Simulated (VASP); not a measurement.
# Ir4Pt: relaxation of cell and atoms with PBE

Crystal: Ir4Pt.

```xyz
5
Lattice="2.8628 0.0000 0.0000 -1.4314 2.4792 0.0000 0.0000 0.0000 9.2052" Properties=species:S:1:pos:R:3 pbc="T T T"
Ir    0.0000    1.6528    7.9704
Ir    0.0000    1.6528    3.4685
Ir    1.4314    0.8264    1.2348
Ir    1.4314    0.8264    5.7367
Pt    0.0000    0.0000    0.0000
```

The cell was generated, and may not be a known phase.

| Property | Result |
| --- | --- |
| Program | VASP 6.6.1 |
| Task | relaxation of cell and atoms |
| Functional | PBE |
| Potentials or basis | VASP PAW PBE potentials, release 64 (Ir, Pt) |
| Cutoff | 600 eV |
| k mesh | 6 × 6 × 2 |
| Occupations | gaussian, width 0.2 eV |
| Spin | no spin polarisation |
| Dipole correction | no |
| Further INCAR settings | ALGO = Normal; EDIFF = 1e-07; IBRION = 2; EDIFFG = -0.08; NSW = 36; ISIF = 3 |

The relaxed volume is 14.79 Å³/atom. The relaxed cell is a = 2.765 Å, b = 2.765 Å, c = 11.163 Å, α = 90.00°, β = 90.00°, γ = 120.00° and the space group after relaxing (to 0.1 Å) is P-3m1 (No. 164). The pressure after relaxing is 0.2 GPa and the largest force after relaxing is 0.014 eV/Å.

Forces in eV/Å, atoms in the order of the input:
```
Ir   0.000  0.000  0.014
Ir   0.000  0.000  0.007
Ir   0.000  0.000 -0.014
Ir   0.000  0.000 -0.007
Pt   0.000  0.000  0.000
```

Stress tensor (GPa, compression positive):
```
0.14 0.00 0.00
0.00 0.14 0.00
0.00 0.00 0.30
```

Final structure:
```xyz
5
Lattice="2.7655 0.0000 0.0000 -1.3827 2.3950 0.0000 0.0000 0.0000 11.1632" Properties=species:S:1:pos:R:3 pbc="T T T"
Ir    0.0000    1.5966    8.8697
Ir    0.0000    1.5966    4.4671
Ir    1.3827    0.7983    2.2935
Ir    1.3827    0.7983    6.6961
Pt    1.3827    2.3950    0.0000
```

Levels at points of the mesh, in eV from the Fermi level:
| k point | band 22 | band 23 | band 24 | band 25 | band 26 | band 27 |
| --- | --- | --- | --- | --- | --- | --- |
| (0.00, 0.00, 0.00) | -1.69 | -1.57 | -1.57 | -0.90 | -0.90 | 0.25 |
| (0.50, 0.00, 0.00) | 0.75 | 0.79 | 0.96 | 1.15 | 1.26 | 2.47 |
| (0.00, 0.00, 0.50) | -1.62 | -1.62 | -0.62 | -0.55 | -0.08 | -0.08 |
| (0.50, 0.00, 0.50) | 0.76 | 0.93 | 1.01 | 1.18 | 1.19 | 2.01 |

It took 8.7 min on 1 thread of Intel(R) Xeon(R) 6975P-C (Granite Rapids), on a shared host, peak memory 0.23 GiB.

Caveat: the k points lie up to 0.44 Å⁻¹ apart in the final cell; the highest band is partly filled, so the run has too few bands; a cell axis changed by over 15 % at a fixed basis, so the end point is rough; spin-orbit coupling is left out, which moves the levels of the heavy elements.
